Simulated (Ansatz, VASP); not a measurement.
**LiH: VASP beside Ansatz**

File INCAR:

```
ALGO = Normal
EDIFF = 1E-6
ENCUT = 520
GGA = PE
ISIF = 2
ISMEAR = 0
LASPH = True
LCHARG = True
LELF = True
LREAL = False
LVHAR = True
LWAVE = False
NBANDS = 9
NELM = 60
PREC = Accurate
SIGMA = 0.05
```

KPOINTS

```
k-points
0
Gamma
  10 10 10
```

File POSCAR:

```
LiH
1.0
    0.0000000000      2.1138000000      1.8699000000
    2.1138000000      0.0000000000      1.8699000000
    2.1138000000      2.1138000000      0.0000000000
Li H
1 1
Direct
    0.0000000000      0.0000000000      0.0000000000
    0.5000000000      0.5000000000      0.5000000000
```

Input for Ansatz:

```yaml
crystal:
  lattice:
    - [0.0, 2.1138, 1.8699]
    - [2.1138, 0.0, 1.8699]
    - [2.1138, 2.1138, 0.0]
  atoms:
    - { symbol: Li, position: [0.0, 0.0, 0.0] }
    - { symbol: H, position: [0.5, 0.5, 0.5] }
basis:
  ecutwfc: 420
kpoints:
  mp_grid: { grid: [10, 10, 10] }
hamiltonian:
  xc: pbe
scf:
  occupations: { method: gaussian, width: 0.05 }
output:
  forces: true
  stress: true
  eigenvalues: true
  write_density: true
  write_potential: true
  elf: true
  volumetric_format: npy
```

Change from the starting cell: strain +0.040 along x and y, -0.080 along z, atoms carried along.

Alike in both runs: task single point; functional PBE; k mesh 10 × 10 × 10; occupations gaussian, width 0.05 eV; no spin polarisation.

|  | VASP | Ansatz |
| --- | --- | --- |
| version | VASP 6.6.1 | Ansatz 0.2.0 |
| potentials or method | VASP PAW PBE potentials, release 64 (Li_sv, H), cutoff 520 eV | scalar-relativistic, plane waves, PAW |
| valence electrons in the cell | 4 | 4 |

VASP gave:

| Quantity | Value |
| --- | --- |
| gap on the k mesh at the Fermi level (eV) | 1.94 |
| least direct gap on the mesh (eV) | 2.80 |

Which values does Ansatz return?

gap on the k mesh at the Fermi level (eV): 1.95; least direct gap on the mesh (eV): 2.81.

With one functional, cell and mesh, what is left measures potentials, basis and numerics.

Noted on VASP's run: the cutoff is short for stress, so the pressure is rough.
